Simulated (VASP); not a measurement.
Input of a VASP 6.6.1 run:

File POSCAR:

```
Mo
1.0
   -1.5734150000      1.5734150000      1.5734150000
    1.5734150000     -1.5734150000      1.5734150000
    1.5734150000      1.5734150000     -1.5734150000
Mo
1
Direct
    0.0000000000      0.0000000000      0.0000000000
```

File INCAR.step1:

```
SYSTEM = Mo
PREC     = Accurate       ! precision mode
ENCUT    = 600            ! plane-wave cutoff, eV
ISMEAR   = -1             ! smearing method
SIGMA    = 0.02           ! smearing width, eV
LREAL    = .False.        ! projectors in reciprocal space
LASPH    = .True.         ! aspherical terms in the spheres
NELM     = 100            ! most SCF steps
GGA      = PE             ! functional
ALGO     = Normal         ! electronic algorithm
EDIFF    = 1E-4           ! SCF threshold, eV
LWAVE    = .True.         ! write WAVECAR
LCHARG   = .False.        ! write CHGCAR
```

File INCAR.step2:

```
SYSTEM = Mo
PREC     = Accurate       ! precision mode
ENCUT    = 600            ! plane-wave cutoff, eV
EDIFF    = 1E-6           ! SCF threshold, eV
ISMEAR   = -1             ! smearing method
SIGMA    = 0.02           ! smearing width, eV
LREAL    = .False.        ! projectors in reciprocal space
LASPH    = .True.         ! aspherical terms in the spheres
NELM     = 100            ! most SCF steps
ALGO     = Normal         ! electronic algorithm
ISIF     = 8              ! what is computed and relaxed
LWAVE    = .False.        ! write WAVECAR
LCHARG   = .False.        ! write CHGCAR
METAGGA  = R2SCAN         ! meta-GGA
LMIXTAU  = .True.       
IBRION   = 2              ! ionic algorithm
NSW      = 80             ! ionic steps
EDIFFG   = -0.02          ! ionic threshold
ISTART   = 1
```

Contents of KPOINTS:

```
regular mesh
0
Gamma
  10 10 10
  0 0 0
```

Potentials or basis: VASP PAW PBE potentials, release 64 (Mo_sv).

Command:

```console
$ cat potpaw_PBE.64/Mo_sv/POTCAR > POTCAR
$ cp INCAR.step1 INCAR
$ mpirun -np 1 vasp_std > vasp.out
$ cp INCAR.step2 INCAR
$ mpirun -np 1 vasp_std > vasp.out
```

Problem. Predict the relaxed cell.

Solution. a = 2.730 Å, b = 2.730 Å, c = 2.730 Å, α = 109.47°, β = 109.47°, γ = 109.47°.

Problem. Predict the band gap on the k mesh.

Solution. Zero (band 7 reaches 16.66 eV, above the bottom of band 8 at 11.11 eV).

Problem. Predict the space group after relaxing (to 0.05 Å).

Solution. Im-3m (No. 229).

Problem. Estimate the relaxed volume.

Solution. 15.67 Å³/atom.

Final structure:
```
Mo
1.0
    -1.57637    1.57637    1.57637
     1.57637   -1.57637    1.57637
     1.57637    1.57637   -1.57637
Mo
1
Direct
  0.00000 0.00000 0.00000
```

Caveat: the PAW data sets were made with another functional, which shifts forces and pressure a little. Zero-point motion and thermal expansion aren't in these numbers.
